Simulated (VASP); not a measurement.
A run of VASP 6.6.1 is set up as follows.

INCAR

```
ALGO = Normal ; EDIFF = 1E-6
ENCUT = 520 ; GGA = PE
ISIF = 2 ; ISMEAR = -1
LASPH = True ; LCHARG = False
LREAL = False ; LWAVE = False
NBANDS = 15 ; NELM = 100
PREC = Accurate ; SIGMA = 0.05
```

KPOINTS

```
k-points
0
Gamma
  18 18 16
```

The input POSCAR:

```
TiC
1.0
    2.4491422062      0.0000000000      0.0000000000
   -1.2245711031      2.1210193681      0.0000000000
    0.0000000000      0.0000000000      2.4380280615
Ti C
1 1
Direct
    0.0000000000      0.0000000000      0.0000000000
    0.3333333333      0.6666666667      0.5000000000
```

Potentials or basis: VASP PAW PBE potentials, release 64 (Ti_sv, C).

Launch:

```sh
$ cat potpaw_PBE.64/Ti_sv/POTCAR potpaw_PBE.64/C/POTCAR > POTCAR
$ mpirun -np 1 vasp_std > vasp.out
```

Question: Estimate the band gap on the k mesh.

Answer: Zero (bands 8 and 9 overlap by 1.27 eV).

Question: What does it give for the pressure?

Answer: 297.9 GPa.

Stress tensor (GPa, compression positive):
```
298.15   0.00   0.00
  0.00 298.15   0.00
  0.00   0.00 297.44
```

Caveat: the cell stands under pressure.
